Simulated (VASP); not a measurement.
# Cr: single point with PBE

The system is Cr.

```
CELL_PARAMETERS angstrom
-1.42422 1.42422 1.42422
1.42422 -1.42422 1.42422
1.42422 1.42422 -1.42422
ATOMIC_POSITIONS crystal
Cr 0.00000 0.00000 0.00000
```

```json
{
  "Program": "VASP 6.6.1",
  "Task": "single point",
  "Functional": "PBE",
  "Potentials or basis": "VASP PAW PBE potentials, release 64 (Cr_pv)",
  "Cutoff": "520 eV",
  "k mesh": "21 × 21 × 21",
  "Occupations": "fermi-dirac, width 0.05 eV",
  "Spin": "collinear spin, ferromagnetic start",
  "Starting moments": "[2.0] μB",
  "Dipole correction": "no",
  "Further INCAR settings": "ALGO = Normal; EDIFF = 1e-06; NBANDS = 16"
}
```

```json
{
  "Pressure": "-0.5 GPa",
  "Band gap on the k mesh": "zero (filled and empty bands overlap)",
  "Net moment": "0.00 μB per cell",
  "Valence electrons inside the program's atomic spheres": "Cr 11.06"
}
```

Levels at points of the mesh, in eV from the Fermi level:
Spin up:
| k point | band 4 | band 5 | band 6 | band 7 | band 8 | band 9 |
| --- | --- | --- | --- | --- | --- | --- |
| (0.00, 0.00, 0.00) | -7.87 | -0.93 | -0.93 | -0.93 | 1.12 | 1.12 |
Spin down:
```
           k point  band 4  band 5  band 6  band 7  band 8  band 9
(0.00, 0.00, 0.00)   -7.87   -0.93   -0.93   -0.93    1.12    1.12
```

Wall time 2.9 min on 1 thread of AMD EPYC 7571, on a shared host, peak memory 0.15 GiB.
